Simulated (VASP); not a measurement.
Set up this calculation in VASP 6.6.1, as the native input.

```
Task                   : single point
Functional             : LDA
Potentials or basis    : VASP PAW LDA potentials, release 64 (S)
Cutoff                 : 520 eV
k mesh                 : 14 × 14 × 14
Occupations            : fermi-dirac, width 0.05 eV
Spin                   : no spin polarisation
Dipole correction      : no
Further INCAR settings : ALGO = Normal; EDIFF = 1e-07; NBANDS = 9
```

The structure of S lies in POSCAR:

```
S
1.0
    0.0000000000      1.9943503400      1.9943503400
    1.9943503400      0.0000000000      1.9943503400
    1.9943503400      1.9943503400      0.0000000000
S
1
Direct
    0.0000000000      0.0000000000      0.0000000000
```

These files were run (other wordings do the same):

INCAR

```
PREC     = Accurate       # precision mode
ENCUT    = 520            # plane-wave cutoff, eV
EDIFF    = 1E-7           # SCF threshold, eV
ISMEAR   = -1             # smearing method
SIGMA    = 0.05           # smearing width, eV
LREAL    = F              # projectors in reciprocal space
LASPH    = T              # aspherical terms in the spheres
NELM     = 80             # most SCF steps
ALGO     = Normal         # electronic algorithm
ISIF     = 2              # what is computed and relaxed
LWAVE    = F              # write WAVECAR
LCHARG   = F              # write CHGCAR
GGA      = CA             # functional
NBANDS   = 9              # bands
```

KPOINTS

```
Automatic mesh
0
Gamma
  14 14 14
```

Potentials or basis: VASP PAW LDA potentials, release 64 (S).

Command:

```sh
$ cat potpaw_LDA.64/S/POTCAR > POTCAR
$ mpirun -np 1 vasp_std > vasp.out
```

Results of the run:

- Pressure: -6.8 GPa
- Band gap on the k mesh: zero (band 3 reaches 10.49 eV, above the bottom of band 4 at 4.83 eV)

Wall time 15 s on 1 thread of Intel Xeon 6975P-C, with other jobs on the host, peak memory 0.12 GiB.
